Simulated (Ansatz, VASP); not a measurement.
# SiC: VASP beside Ansatz

```
Si C
1.0
     3.09412    0.00000    0.00000
    -1.54706    2.67959    0.00000
     0.00000    0.00000   10.12934
Si C
4 4
Cartesian
  1.5471 0.8932 9.4997
  0.0000 1.7864 4.4351
  0.0450 0.0779 6.9680
  0.0000 0.0000 1.9033
  1.5471 0.8932 7.5951
  0.0000 1.7864 2.5304
  0.0000 0.0000 5.0692
  0.0000 0.0000 0.0045
```

Alike in both runs: task single point; functional PBE; k mesh 12 × 12 × 4; occupations gaussian, width 0.05 eV; no spin polarisation.

```csv
,VASP,Ansatz
version,VASP 6.6.1,Ansatz 0.2.0
potentials or method,"VASP PAW PBE potentials, release 64 (Si, C), cutoff 520 eV","scalar-relativistic, plane waves, PAW"
valence electrons in the cell,32,32
```

VASP gave:

- gap on the k mesh at the Fermi level (eV): 2.07
- least direct gap on the mesh (eV): 3.27
- pressure (GPa): 0.2
- traceless stress, the component that is largest in VASP (GPa): 1.01
- rms of the force components (eV/Å): 0.476

Question: Which values does Ansatz return?

Answer: gap on the k mesh at the Fermi level (eV): 2.07; least direct gap on the mesh (eV): 3.27; pressure (GPa): 0.2; traceless stress, the component that is largest in VASP (GPa): 1.02; rms of the force components (eV/Å): 0.476.

Atom by atom the forces differ by 0.000 eV/Å (rms over components).
